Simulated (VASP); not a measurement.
Hg: single point with PBE+D3(BJ)

Hg:

```
Hg
1.0
     3.34263    0.00000    0.00000
    -1.67132    2.89480    0.00000
     0.00000    0.00000    5.30596
Hg
2
Cartesian
  1.6713 0.9649 3.9795
  0.0000 1.9299 1.3265
```

```yaml
Program: VASP 6.6.1
Task: single point
Functional: PBE
Dispersion: D3(BJ)
Potentials_or_basis: VASP PAW PBE potentials, release 64 (Hg)
Cutoff: 520 eV
k_mesh: 24 × 24 × 12
Occupations: gaussian, width 0.15 eV
Spin: no spin polarisation
```

| Item | Value |
| --- | --- |
| Pressure | 0.2 GPa |
| Band gap on the k mesh | zero (bands 12 and 13 overlap by 0.99 eV) |
| Dispersion energy per atom | -0.408 eV |

Stress tensor (GPa, compression positive):
```
0.28 0.00 0.00
0.00 0.28 0.00
0.00 0.00 0.14
```

Levels at points of the mesh, in eV from the Fermi level:
```csv
k point,band 9,band 10,band 11,band 12,band 13,band 14,band 15,band 16
"(0.00, 0.00, 0.00)",-6.17,-5.54,-5.54,-1.20,-0.83,11.76,11.76,12.94
"(0.50, 0.00, 0.00)",-5.44,-5.42,-2.31,-1.92,2.80,3.36,4.24,6.76
"(0.00, 0.00, 0.50)",-5.73,-5.73,-5.73,-5.73,6.97,6.97,12.82,12.82
"(0.50, 0.00, 0.50)",-5.47,-5.47,-1.13,-1.13,0.03,0.03,8.87,8.87
```

Run time: 4 min on 1 thread of Intel(R) Xeon(R) Platinum 8488C (Sapphire Rapids) (shared host), peak memory 0.45 GiB.

Caveat: spin-orbit coupling is left out, which moves the levels of the heavy elements.
